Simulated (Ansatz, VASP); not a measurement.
Co: VASP beside Ansatz

```
Co
1.0
     2.42168    0.00000    0.00000
    -1.21084    2.09723    0.00000
     0.00000    0.00000    7.84752
Co
4
Direct
  0.00000 0.00000 0.00000
  0.00000 0.00000 0.50000
  0.33333 0.66667 0.25000
  0.66667 0.33333 0.75000
```

Alike in both runs: task single point; functional PBEsol; k mesh 16 × 16 × 5; occupations fermi-dirac, width 0.05 eV; collinear spin.

|  | VASP | Ansatz |
| --- | --- | --- |
| version | VASP 6.6.1 | Ansatz 0.2.0 |
| potentials or method | VASP PAW PBE potentials, release 64 (Co), cutoff 520 eV | plane waves (420 eV) with PAW, scalar-relativistic |
| valence electrons in the cell | 36 | 68 |

```csv
,VASP,Ansatz,Ansatz less VASP
pressure (GPa),10.3,11.5,+1.18
"traceless stress, the component that is largest in VASP (GPa)",0.25,0.28,+0.027
net moment per atom (μB),1.56,1.56,+0.006
size of the moment on the site where the two differ most (μB),1.57,1.63,+0.064
```

VASP's potentials were made for PBE, not for PBEsol, and Ansatz warns of the same on its side. Site moments also hang on the region over which each program counts them. VASP's potentials hold 36 valence electrons a cell and Ansatz's 68, so a difference there can come from the potentials and not from the codes.
